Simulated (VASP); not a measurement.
A run of VASP 6.6.1 is set up as follows.

File INCAR:

```
PREC = Accurate
ENCUT = 520
EDIFF = 1E-6
ISMEAR = -1
SIGMA = 0.1
LREAL = False
LASPH = True
NELM = 80
ALGO = Normal
ISIF = 2
LWAVE = False
LCHARG = False
GGA = RP
NBANDS = 14
```

KPOINTS

```
regular mesh
0
Gamma
  11 11 11
```

POSCAR

```
Bi
1.0
    3.4361748597      0.0000000000      0.0000000000
    0.0000000000      3.4361748597      0.0000000000
    0.0000000000      0.0000000000      3.4361748597
Bi
1
Direct
    0.0000000000      0.0000000000      0.0000000000
```

Potentials or basis: VASP PAW PBE potentials, release 64 (Bi_d).

Launch:

```sh
$ cat potpaw_PBE.64/Bi_d/POTCAR > POTCAR
$ mpirun -np 1 vasp_std > vasp.out
```

Task: Estimate the pressure.

Result: -3.6 GPa.

Caveat: the PAW data sets were made with another functional, which shifts forces and pressure a little.
